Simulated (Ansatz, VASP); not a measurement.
**ZnCd2Se3 in VASP and in Ansatz**

```xyz
6
Lattice="4.1114 0.0000 0.0000 -2.0557 3.5606 0.0000 0.0000 0.0000 10.0708" Properties=species:S:1:pos:R:3 pbc="T T T"
Zn    2.0557    1.1869    6.7139
Cd    0.0000    0.0000    0.0000
Cd    0.0000    2.3737    3.3569
Se    0.0000    0.0000    7.5531
Se    2.0557    1.1869    4.1962
Se    0.0000    2.3737    0.8392
```

Alike in both runs: task relaxation of cell and atoms; functional PBE; k mesh 6 × 6 × 2; occupations gaussian, width 0.1 eV; no spin polarisation.

```csv
,VASP,Ansatz
version,VASP 6.6.1,Ansatz 0.2.0
potentials or method,"VASP PAW PBE potentials, release 64 (Zn, Cd, Se), cutoff 600 eV","scalar-relativistic, plane waves, PAW"
valence electrons in the cell,54,100
```

|  | VASP | Ansatz | Ansatz less VASP |
| --- | --- | --- | --- |
| gap on the k mesh at the Fermi level, each at its own relaxed structure (eV) | 0.54 | 0.55 | +0.004 |
| relaxed volume (Å³/atom) | 27.67 | 27.65 | -0.018 |
| relaxed cell length with the largest relative difference (Å) | 10.508 | 10.519 | +0.0105 |

VASP's potentials hold 54 valence electrons a cell and Ansatz's 100, so a difference there can come from the potentials and not from the codes.
